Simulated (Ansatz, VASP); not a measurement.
TiO2: VASP beside Ansatz

The input INCAR:

```
SYSTEM = TiO2
ALGO     = Normal         ! electronic algorithm
EDIFF    = 1E-6           ! SCF threshold, eV
ENCUT    = 520            ! plane-wave cutoff, eV
GGA      = PE             ! functional
ISIF     = 2              ! what is computed and relaxed
ISMEAR   = -1             ! smearing method
LASPH    = .TRUE.         ! aspherical terms in the spheres
LCHARG   = .FALSE.        ! write CHGCAR
LREAL    = .FALSE.        ! projectors in reciprocal space
LWAVE    = .FALSE.        ! write WAVECAR
NBANDS   = 60             ! bands
NELM     = 100            ! most SCF steps
PREC     = Accurate       ! precision mode
SIGMA    = 0.02           ! smearing width, eV
```

Contents of KPOINTS:

```
k-points
0
G
  6 6 6
  0 0 0
```

POSCAR

```
TiO2
1.0
   -2.9535196236      3.2504361872      3.2504360682
    2.9535196236     -3.2504361872      3.2504360682
    2.9535196236      3.2504361872     -3.2504360682
Ti O
4 8
Direct
    0.5000559504      0.7500559504      0.7500000000
    0.4999440496      0.2499440496      0.2500000000
    0.0000000000      0.0000000000      0.5000000000
    0.0000000000      0.5000000000      0.0000000000
    0.3045877962      0.3045830631      0.4999952670
    0.1954155400      0.2500033397      0.9454122003
    0.3045877962      0.8045925292      0.0000047330
    0.8045911394      0.2500033397      0.5545877997
    0.1954088606      0.7499966603      0.4454122003
    0.8045844600      0.7499966603      0.0545877997
    0.6954122038      0.1954074708      0.9999952670
    0.6954122038      0.6954169369      0.5000047330
```

Input for Ansatz:

```yaml
crystal:
  lattice:
    - [-2.9535196236, 3.2504361872, 3.2504360682]
    - [2.9535196236, -3.2504361872, 3.2504360682]
    - [2.9535196236, 3.2504361872, -3.2504360682]
  atoms:
    - { symbol: Ti, position: [0.5000559504, 0.7500559504, 0.75] }
    - { symbol: Ti, position: [0.4999440496, 0.2499440496, 0.25] }
    - { symbol: Ti, position: [0.0, 0.0, 0.5] }
    - { symbol: Ti, position: [0.0, 0.5, 0.0] }
    - { symbol: O, position: [0.3045877962, 0.3045830631, 0.499995267] }
    - { symbol: O, position: [0.19541554, 0.2500033397, 0.9454122003] }
    - { symbol: O, position: [0.3045877962, 0.8045925292, 4.733e-06] }
    - { symbol: O, position: [0.8045911394, 0.2500033397, 0.5545877997] }
    - { symbol: O, position: [0.1954088606, 0.7499966603, 0.4454122003] }
    - { symbol: O, position: [0.80458446, 0.7499966603, 0.0545877997] }
    - { symbol: O, position: [0.6954122038, 0.1954074708, 0.999995267] }
    - { symbol: O, position: [0.6954122038, 0.6954169369, 0.500004733] }
kpoints:
  mp_grid: { grid: [6, 6, 6] }
  band_path:
    path:
      - [[0.0, 0.0, 0.0], [0.5, -0.5, 0.5], [0.4564127126814, -0.4564127126814, 0.5435872873186]]
      - [[-0.4564127126814, 0.4564127126814, 0.4564127126814], [0.0, 0.0, 0.0], [0.4999999817021, 0.4999999817021, -0.4999999817021]]
      - [[0.5000000182979, -0.4999999817021, 0.4999999817021], [0.5, -0.5, 0.5]]
      - [[0.0, 0.0, 0.0], [-3.181824623429e-17, 0.5, 3.181824623429e-17], [0.25, 0.25, 0.25], [0.5, 3.521250226414e-18, -3.521250226414e-18], [0.0, 0.0, 0.0], [-2.084989077155e-17, 2.084989077155e-17, 0.5], [0.25, 0.25, 0.25]]
    npoints: 10
hamiltonian:
  xc: pbe
scf:
  occupations: { method: fermi_dirac, width: 0.02 }
  n_extra_bands: 7
output:
  forces: true
  stress: true
  eigenvalues: true
```

Alike in both runs: task single point; functional PBE; k mesh 6 × 6 × 6; occupations fermi-dirac, width 0.02 eV; no spin polarisation.

|  | VASP | Ansatz |
| --- | --- | --- |
| version | VASP 6.6.1 | Ansatz 0.2.0 |
| potentials or method | VASP PAW PBE potentials, release 64 (Ti_sv, O) | plane waves, PAW |
| plane-wave cutoff (eV) | 520 | 420 |
| valence electrons in the cell | 96 | 96 |

```csv
,VASP,Ansatz,Ansatz less VASP
gap on the k mesh at the Fermi level (eV),1.86,1.89,+0.027
pressure (GPa),5.9,5.2,-0.71
"traceless stress, the component that is largest in VASP (GPa)",0.03,-0.17,-0.209
rms of the force components (eV/Å),0.035,0.022,-0.0125
```

Atom by atom the forces differ by 0.013 eV/Å (rms over components).
